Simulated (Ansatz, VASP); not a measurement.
One calculation of BeS, two programs

The input INCAR:

```
PREC     = Accurate       # precision mode
ENCUT    = 520            # plane-wave cutoff, eV
EDIFF    = 1E-6           # SCF threshold, eV
ISMEAR   = 0              # smearing method
SIGMA    = 0.05           # smearing width, eV
LREAL    = False          # projectors in reciprocal space
LASPH    = True           # aspherical terms in the spheres
NELM     = 60             # most SCF steps
ALGO     = Normal         # electronic algorithm
ISIF     = 2              # what is computed and relaxed
LWAVE    = False          # write WAVECAR
LCHARG   = False          # write CHGCAR
GGA      = PS             # functional
NBANDS   = 11             # bands
```

File KPOINTS:

```
Automatic mesh
0
Gamma
  10 10 10
```

Contents of POSCAR:

```
BeS
1.0
    0.0000000000      2.5371873659      2.4179809072
    2.4179809072      0.0000000000      2.4179809072
    2.4179809072      2.5371873659      0.0000000000
Be S
1 1
Direct
    0.0000000000      0.0000000000      0.0000000000
    0.7500000000      0.7500000000      0.7500000000
```

Input for Ansatz:

```yaml
crystal:
  lattice:
    - [0.0, 2.5371873659, 2.4179809072]
    - [2.4179809072, 0.0, 2.4179809072]
    - [2.4179809072, 2.5371873659, 0.0]
  atoms:
    - { symbol: Be, position: [0.0, 0.0, 0.0] }
    - { symbol: S, position: [0.75, 0.75, 0.75] }
basis:
  ecutwfc: 520.0
kpoints:
  mp_grid: { grid: [10, 10, 10] }
hamiltonian:
  xc: pbesol
scf:
  occupations: { method: gaussian, width: 0.05 }
output:
  forces: true
  stress: true
  eigenvalues: true
  write_density: true
  write_potential: true
  elf: true
  volumetric_format: npy
```

Alike in both runs: task single point; functional PBEsol; k mesh 10 × 10 × 10; occupations gaussian, width 0.05 eV; no spin polarisation.

|  | VASP | Ansatz |
| --- | --- | --- |
| version | VASP 6.6.1 | Ansatz 0.2.0 |
| potentials or method | VASP PAW PBE potentials, release 64 (Be, S), cutoff 520 eV | scalar-relativistic, plane waves, PAW |
| valence electrons in the cell | 8 | 8 |

```tsv
	VASP	Ansatz	Ansatz less VASP
gap on the k mesh at the Fermi level (eV)	2.81	2.81	-0.003
least direct gap on the mesh (eV)	5.28	5.28	-0.001
pressure (GPa)	-4.0	-4.2	-0.14
traceless stress, the component that is largest in VASP (GPa)	-3.19	-3.21	-0.015
```

VASP's potentials were made for PBE, not for PBEsol. The functional is the same, so the differences come from potentials, cutoffs and numerics.
